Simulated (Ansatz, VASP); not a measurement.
## One calculation of PbS, two programs

```
Pb S
1.0
     2.10051    1.21273    3.43019
    -2.10051    1.21273    3.43019
     0.00000   -2.42546    3.43019
Pb S
1 1
Direct
  0.97814 0.97814 0.97814
  0.47746 0.47746 0.47746
```

Alike in both runs: task single point; functional r2SCAN; k mesh 6 × 6 × 6; no spin polarisation.

```csv
,VASP,Ansatz
version,VASP 6.6.1,Ansatz 0.2.0
potentials or method,"VASP PAW PBE potentials, release 64 (Pb_d, S)",plane waves
plane-wave cutoff (eV),520,500
occupations,"gaussian, width 0.01 eV",fixed
valence electrons in the cell,20,20
```

Ansatz gave:

* gap on the k mesh at the Fermi level (eV): 0.63
* pressure (GPa): 1.0

Which values does VASP return?

gap on the k mesh at the Fermi level (eV): 0.64; pressure (GPa): 1.0.

VASP's potentials were made for PBE, not for r2SCAN.

Neither program's run includes spin-orbit coupling.
